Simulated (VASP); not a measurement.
# CaS (Fm-3m) in VASP: notebook

The runs below take CaS through elastic constants, with PBEsol.

Program: VASP 6.6.1. These are calculated values, not measurements. Logs are shortened: lines on timing, memory, paths and dates and some standing lists are left out, and cuts for length are marked.

## (1) The cell of the first run

It takes space group Fm-3m (No. 225, cubic). The conventional cell has a = 5.634 Å, b = 5.634 Å, c = 5.634 Å, α = 90.00°, β = 90.00°, γ = 90.00°. Ca (site symmetry m-3m) has 6 S at 2.82 Å within 3.7 Å. S (site symmetry m-3m) has 6 Ca at 2.82 Å within 3.7 Å.

## (2) Elastic constants, PBEsol

INCAR

```
PREC = Accurate ; ENCUT = 500
EDIFF = 1E-8 ; ISMEAR = 0
SIGMA = 0.01 ; LREAL = F
LASPH = T ; NELM = 120
ALGO = Normal ; ISIF = 3
LWAVE = F ; LCHARG = F
GGA = PS ; NBANDS = 15
IBRION = 6 ; NFREE = 2
POTIM = 0.015 ; NSW = 1
GGA_COMPAT = F
```

KPOINTS

```
regular mesh
0
Gamma
  6 6 6
```

POSCAR

```
CaS
1.0
    0.0000000000      2.8171705082      2.8171705082
    2.8171705082      0.0000000000      2.8171705082
    2.8171705082      2.8171705082      0.0000000000
Ca S
1 1
Direct
    0.0000000000      0.0000000000      0.0000000000
    0.5000000000      0.5000000000      0.5000000000
```

Potentials or basis: VASP PAW PBE potentials, release 64 (Ca_sv, S).

On the command line:

```bash
> cat potpaw_PBE.64/Ca_sv/POTCAR potpaw_PBE.64/S/POTCAR > POTCAR
> mpirun -np 1 vasp_std > vasp.out
```

OUTCAR:

```text
PREC = Accurate
   ENCUT = 500
   EDIFF = 1E-8
   ISMEAR = 0
   LREAL = F
   LASPH = T
   NELM = 120
   ISIF = 3
   GGA = PS
   IBRION = 6
   NFREE = 2
   POTIM = 0.015
   NSW = 1

 ion  position               nearest neighbor table
   1  0.000  0.000  0.000-   2 2.82   2 2.82   2 2.82   2 2.82   2 2.82   2 2.82
   2  0.500  0.500  0.500-   1 2.82   1 2.82   1 2.82   1 2.82   1 2.82   1 2.82

  LATTYP: Found a face centered cubic cell.
 ALAT       =     5.6343410164

  Lattice vectors:

 A1 = (   0.0000000000,   2.8171705082,   2.8171705082)
 A2 = (   2.8171705082,   0.0000000000,   2.8171705082)
 A3 = (   2.8171705082,   2.8171705082,   0.0000000000)

Analysis of symmetry for initial positions (statically):
=====================================================================
 Subroutine PRICEL returns:
 Original cell was already a primitive cell.

 Routine SETGRP: Setting up the symmetry group for a
 face centered cubic supercell.

 Subroutine GETGRP returns: Found 48 space group operations
 (whereof 48 operations were pure point group operations)
 out of a pool of 48 trial point group operations.

The static configuration has the point symmetry O_h .

Analysis of symmetry for dynamics (positions and initial velocities):
=====================================================================
 Subroutine PRICEL returns:
 Original cell was already a primitive cell.

 Routine SETGRP: Setting up the symmetry group for a
 face centered cubic supercell.

 Subroutine GETGRP returns: Found 48 space group operations
 (whereof 48 operations were pure point group operations)
 out of a pool of 48 trial point group operations.

The dynamic configuration has the point symmetry O_h .

 Subroutine INISYM returns: Found 48 space group operations
 (whereof 48 operations are pure point group operations),
 and found     1 'primitive' translations

----------------------------------------------------------------------------------------

                                     Primitive cell

  volume of cell :      44.7167

  direct lattice vectors                    reciprocal lattice vectors
     0.000000000  2.817170508  2.817170508    -0.177483045  0.177483045  0.177483045
     2.817170508  0.000000000  2.817170508     0.177483045 -0.177483045  0.177483045
     2.817170508  2.817170508  0.000000000     0.177483045  0.177483045 -0.177483045

  length of vectors
     3.984080740  3.984080740  3.984080740     0.307409651  0.307409651  0.307409651

  position of ions in fractional coordinates (direct lattice)
     0.000000000  0.000000000  0.000000000
     0.500000000  0.500000000  0.500000000

  ion indices of the primitive-cell ions
   primitive index   ion index
                 1           1
                 2           2

----------------------------------------------------------------------------------------

 KPOINTS: regular mesh

Automatic generation of k-mesh.
 Grid dimensions read from file:
 generate k-points for:    6    6    6

 Generating k-lattice:

  Cartesian coordinates                     Fractional coordinates (reciprocal lattice)
    -0.029580507  0.029580507  0.029580507     0.166666667  0.000000000  0.000000000
     0.029580507 -0.029580507  0.029580507     0.000000000  0.166666667  0.000000000
     0.029580507  0.029580507 -0.029580507     0.000000000  0.000000000  0.166666667

  Length of vectors
     0.051234942  0.051234942  0.051234942

  Shift w.r.t. Gamma in fractional coordinates (k-lattice)
     0.000000000  0.000000000  0.000000000

 Subroutine IBZKPT returns following result:
 ===========================================

 Found     16 irreducible k-points:

 Following reciprocal coordinates:
            Coordinates               Weight
  0.000000  0.000000  0.000000      1.000000
  0.166667  0.000000  0.000000      8.000000
  0.333333  0.000000  0.000000      8.000000
  0.500000  0.000000  0.000000      4.000000
  0.166667  0.166667  0.000000      6.000000
  0.333333  0.166667  0.000000     24.000000
[... 8 lines left out ...]
 -0.333333  0.333333  0.166667     24.000000
 -0.333333  0.500000  0.166667     12.000000
   k-points           NKPTS =     16   k-points in BZ     NKDIM =     16   number of bands    NBANDS=     15
[... 38 lines left out ...]
  volume/ion in A,a.u.               =      22.36       150.88
  Fermi-wavevector in a.u.,A,eV,Ry     =   1.162229  2.196294 18.378425  1.350776
  Thomas-Fermi vector in A             =   2.298792
   LORBIT       =      0    0 simple, 1 ext, 2 COOP (PROOUT), +10 PAW based schemes
   GGA     = PS    functional components
   LHFCALC =     F    Hartree Fock is set to
   AEXX    =    0.0000 exact exchange contribution
   IVDW    =     0    specifies the selected vdW correction
   LEPSILON=     F    determine dielectric tensor
   LRPA    =     F    only Hartree local field effects (RPA)
 finite differences with symmetry
 non-spin polarized calculation
 Gauss-broadening in eV      SIGMA  =   0.01
  energy-cutoff  :      500.00
  volume of cell :       44.72
 maximum number of plane-waves:      1158
 NGX is ok and might be reduce to    30
   NGX = 15   NGY = 15   NGZ = 15

--------------------------------------- Ionic step        1  -------------------------------------------

 number of electron      16.0000000 magnetization

 Free energy of the ion-electron system (eV)
  ---------------------------------------------------
  ext. energy  EPLUGINS =         0.00000000
  ---------------------------------------------------
  free energy    TOTEN  =       -10.91534691 eV

  energy without entropy =      -10.91534691  energy(sigma->0) =      -10.91534691

------------------------ aborting loop because EDIFF is reached ----------------------------------------

  FORCE on cell =-STRESS in cart. coord.  units (eV):
  Direction    XX          YY          ZZ          XY          YZ          ZX
  --------------------------------------------------------------------------------------
  -------------------------------------------------------------------------------------
  Total        0.0444631      0.0444631      0.0444631      0.0000000     -0.0000000      0.0000000
  in kB        1.5930913      1.5930913      1.5930913      0.0000000     -0.0000000      0.0000000
  external PRESSURE =       1.5930913 kB  Pullay stress =       0.0000000 kB
[... 89 lines left out ...]
  FREE ENERGIE OF THE ION-ELECTRON SYSTEM (eV)
  ---------------------------------------------------
  free  energy   TOTEN  =       -10.9099741746 eV

  energy  without entropy=      -10.9099741746  energy(sigma->0) =      -10.90997417

[... ionic steps 4 to 14 ...]

--------------------------------------- Ionic step       15  -------------------------------------------

 number of electron      16.0000000 magnetization

------------------------ aborting loop because EDIFF is reached ----------------------------------------
[... 67 lines left out ...]
--------------------------------------- Ionic step       17  -------------------------------------------

 number of electron      15.9999999 magnetization

 Free energy of the ion-electron system (eV)
  ---------------------------------------------------
  ext. energy  EPLUGINS =         0.00000000
  ---------------------------------------------------
  free energy    TOTEN  =       -10.91495227 eV

  energy without entropy =      -10.91495227  energy(sigma->0) =      -10.91495227

 E-fermi :   3.0027     XC(G=0):  -9.6461

 val. band max:        2.8819733060   @ k =   0.0000   0.0000   0.0000
 cond. band min:       5.0356853427   @ k =   0.0000   0.5000   0.5000
 fundamental gap:      2.1537120368
 Fermi energy:         3.0026911774

 k-point     1 :       0.0000    0.0000    0.0000
  band No.  band energies     occupation
      1     -36.0057      2.00000
      2     -17.0721      2.00000
      3     -17.0720      2.00000
      4     -17.0720      2.00000
      5      -8.5568      2.00000
      6       2.8818      2.00000
      7       2.8820      2.00000
      8       2.8820      2.00000
      9       6.9572      0.00000
     10       6.9577      0.00000
     11       6.9577      0.00000
     12       7.0522      0.00000
     13       7.6149      0.00000
     14       7.6161      0.00000
[... 401 lines left out ...]
      2     -17.1991      2.00000
      3     -17.1761      2.00000
      4     -17.1054      2.00000
      5      -7.7235      2.00000
      6       0.5035      2.00000
      7       0.9246      2.00000
      8       1.7063      2.00000
      9       7.2289      0.00000
     10       8.8541      0.00000
     11       9.0905      0.00000
     12       9.1796      0.00000
     13      10.2468      0.00000
     14      11.0094      0.00000
     15      12.6548      0.00000

 [... further k-points ...]
[... 5 lines left out ...]
  --------------------------------------------------------------------------------------
  -------------------------------------------------------------------------------------
  Total        0.0495689      0.0440661      0.0440661      0.0000000     -0.0000000      0.0000000
  in kB        1.7760292      1.5788686      1.5788686      0.0000000     -0.0000000      0.0000000
  external PRESSURE =       1.6445888 kB  Pullay stress =       0.0000000 kB
[... 17 lines left out ...]
  FREE ENERGIE OF THE ION-ELECTRON SYSTEM (eV)
  ---------------------------------------------------
  free  energy   TOTEN  =       -10.9149522665 eV

  energy  without entropy=      -10.9149522665  energy(sigma->0) =      -10.91495227

 INTERNAL STRAIN TENSORS FROM STRAINED CELLS
 ============================================

 INTERNAL STRAIN TENSOR FOR ION    1 for displacements in x,y,z  (eV/Angst):
          X           Y           Z          XY          YZ          ZX
  --------------------------------------------------------------------------------
  x     0.00000    -0.00000     0.00000     0.00000    -0.00000    -0.00000
  y     0.00000     0.00000     0.00000    -0.00000     0.00000    -0.00000
  z     0.00000     0.00000    -0.00000     0.00000    -0.00000    -0.00000

 INTERNAL STRAIN TENSORS FROM DISPLACED ATOMS
 ============================================

 INTERNAL STRAIN TENSOR FOR ION    1 for displacements in x,y,z  (eV/Angst):
          X           Y           Z          XY          YZ          ZX
  --------------------------------------------------------------------------------
  x     0.00000     0.00000     0.00000     0.00000     0.00000     0.00000
  y     0.00000     0.00000     0.00000     0.00000     0.00000     0.00000
  z     0.00000     0.00000     0.00000     0.00000     0.00000     0.00000

 INTERNAL STRAIN TENSOR FOR ION    2 for displacements in x,y,z  (eV/Angst):
          X           Y           Z          XY          YZ          ZX
  --------------------------------------------------------------------------------
  x     0.00000     0.00000     0.00000     0.00000     0.00000     0.00000
  y     0.00000     0.00000     0.00000     0.00000     0.00000     0.00000
  z     0.00000     0.00000     0.00000     0.00000     0.00000     0.00000

 Eigenvectors and eigenvalues of the dynamical matrix
 ----------------------------------------------------

   1 f  =    6.936659 THz    43.584311 2PiTHz  231.382025 cm-1    28.687702 meV
             X         Y         Z           dx          dy          dz
      0.000000  0.000000  0.000000     0.000000    0.666527    0.000000
      2.817171  2.817171  2.817171     0.000000   -0.745481    0.000000
[... 21 lines left out ...]
   6 f/i=    0.001495 THz     0.009394 2PiTHz    0.049874 cm-1     0.006184 meV
             X         Y         Z           dx          dy          dz
      0.000000  0.000000  0.000000     0.000000    0.000000    0.745481
      2.817171  2.817171  2.817171     0.000000    0.000000    0.666527

--------------------------------------------------------------------------------------------------------

 ELASTIC MODULI CONTR FROM IONIC RELAXATION (kBar)
 Direction    XX          YY          ZZ          XY          YZ          ZX
 --------------------------------------------------------------------------------
 XX           0.0000      0.0000      0.0000      0.0000      0.0000      0.0000
 YY           0.0000      0.0000      0.0000      0.0000      0.0000      0.0000
 ZZ           0.0000      0.0000      0.0000      0.0000      0.0000      0.0000
 XY           0.0000      0.0000      0.0000      0.0000      0.0000      0.0000
 YZ           0.0000      0.0000      0.0000      0.0000      0.0000      0.0000
 ZX           0.0000      0.0000      0.0000      0.0000      0.0000      0.0000
 --------------------------------------------------------------------------------

 TOTAL ELASTIC MODULI (kBar)
 Direction    XX          YY          ZZ          XY          YZ          ZX
 --------------------------------------------------------------------------------
 XX        1410.6293    231.1456    231.1456     -0.0000      0.0000      0.0000
 YY         231.1456   1410.6293    231.1456      0.0000     -0.0000     -0.0000
 ZZ         231.1456    231.1456   1410.6293     -0.0000      0.0000     -0.0000
 XY          -0.0000      0.0000     -0.0000    339.2703     -0.0000      0.0000
 YZ           0.0000     -0.0000      0.0000     -0.0000    339.2703      0.0000
 ZX           0.0000     -0.0000     -0.0000      0.0000      0.0000    339.2703
 --------------------------------------------------------------------------------
```

It took 3.7 min on 1 thread of AMD EPYC 9R45 (Zen 5), shared host; peak memory 0.2 GiB.

What came out:

```yaml
Elastic_constants_C11_C12_C44: 141, 23, 34 GPa
Voigt_bulk_modulus: 62 GPa
Highest_phonon_frequency_at_Γ_LO-TO_splitting_left_out: 231 cm⁻¹
```

Phonon frequencies in cm⁻¹ (negative: imaginary):
| q point | frequencies |
| --- | --- |
| (0.000, 0.000, 0.000) | 0 0 0 231 231 231 |

Elastic tensor in Voigt notation (GPa, in the Cartesian axes of the cell as first typed):
```
141  23  23   0   0   0
 23 141  23   0   0   0
 23  23 141   0   0   0
  0   0   0  34   0   0
  0   0   0   0  34   0
  0   0   0   0   0  34
```

Clamped-ion elastic tensor (GPa):
```
141  23  23   0   0   0
 23 141  23   0   0   0
 23  23 141   0   0   0
  0   0   0  34   0   0
  0   0   0   0  34   0
  0   0   0   0   0  34
```

Caveat: the PAW data sets were made with another functional, which shifts forces and pressure a little.

## (3) Elastic constants, PBEsol

INCAR

```
SYSTEM = CaS
ALGO = Normal
EDIFF = 1E-8
ENCUT = 500
GGA = PS
GGA_COMPAT = .False.
IBRION = 6
ISIF = 3
ISMEAR = 0
LASPH = .True.
LCHARG = .False.
LREAL = .False.
LWAVE = .False.
NBANDS = 15
NELM = 120
NFREE = 2
NSW = 1
POTIM = 0.015
PREC = Accurate
SIGMA = 0.01
```

KPOINTS

```
k-points
0
Gamma
  6 6 6
  0 0 0
```

POSCAR is that of step 2.

Potentials or basis: VASP PAW PBE potentials, release 64 (Ca_sv, S).

On the command line:

```bash
> cat potpaw_PBE.64/Ca_sv/POTCAR potpaw_PBE.64/S/POTCAR > POTCAR
> mpirun -np 1 vasp_std > vasp.out
```

Run time: 4 min. Hardware: 1 thread of AMD EPYC 9R45 (Zen 5), shared host; peak memory 0.2 GiB.

It converged, with:

```yaml
Elastic_constants_C11_C12_C44: 141, 23, 34 GPa
Voigt_bulk_modulus: 62 GPa
Highest_phonon_frequency_at_Γ_LO-TO_splitting_left_out: 231 cm⁻¹
```

Phonon frequencies in cm⁻¹ (negative: imaginary):
| q point | frequencies |
| --- | --- |
| (0.000, 0.000, 0.000) | 0 0 0 231 231 231 |

Elastic tensor in Voigt notation (GPa, in the Cartesian axes of the cell as first typed):
```
141  23  23   0   0   0
 23 141  23   0   0   0
 23  23 141   0   0   0
  0   0   0  34   0   0
  0   0   0   0  34   0
  0   0   0   0   0  34
```

Clamped-ion elastic tensor (GPa):
```
141  23  23   0   0   0
 23 141  23   0   0   0
 23  23 141   0   0   0
  0   0   0  34   0   0
  0   0   0   0  34   0
  0   0   0   0   0  34
```

Caveat: the PAW data sets were made with another functional, which shifts forces and pressure a little.
